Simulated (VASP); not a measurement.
Runs of VASP 6.6.1 on HfSi3Mo3. The structure is that of space group Pm-3m (No. 221), or close to it. The cells are those of the table. The cell was generated, and may not be a known phase.

```tsv
task	spin	cell	k mesh	cutoff (eV)	gap on the mesh (eV)	pressure (GPa)	relaxed volume (Å³/atom)
single point	off	a = 4.995 Å, 7 atoms	4 × 4 × 4	520	none	(a)	-
single point	collinear	a = 5.145 Å, 7 atoms	4 × 4 × 4	520	none	-0.1	-
single point	off	a = 5.145 Å, 7 atoms	4 × 4 × 4	520	none	-0.1	-
relaxation of cell and atoms	off	relaxed from a = 4.995 Å, 7 atoms	4 × 4 × 4	600	none	-0.2	19.47
single point	off	a = 5.150 Å, 7 atoms	8 × 8 × 8	520	none	-0.1	-
relaxation of cell and atoms	off	relaxed from a = 5.145 Å, 7 atoms	8 × 8 × 8	600	none	0.0	19.49
```

Alike in all rows: level PBE; potentials or basis VASP PAW PBE potentials, release 64 (Hf_pv, Si, Mo_sv); smearing gaussian 0.1 eV.

Question: Fill in the values left out.

Answer: (a) 12.7.

Caveats: spin-orbit coupling is left out, which moves the levels of the heavy elements; the cell stands under pressure (at least some runs); a moment this small can come from the mesh or the smearing (at least some runs).

A k mesh can miss the band edges, and the runs leave out spin-orbit coupling on Hf, Mo.

A gap of «none» marks levels without a gap at the run's occupations.
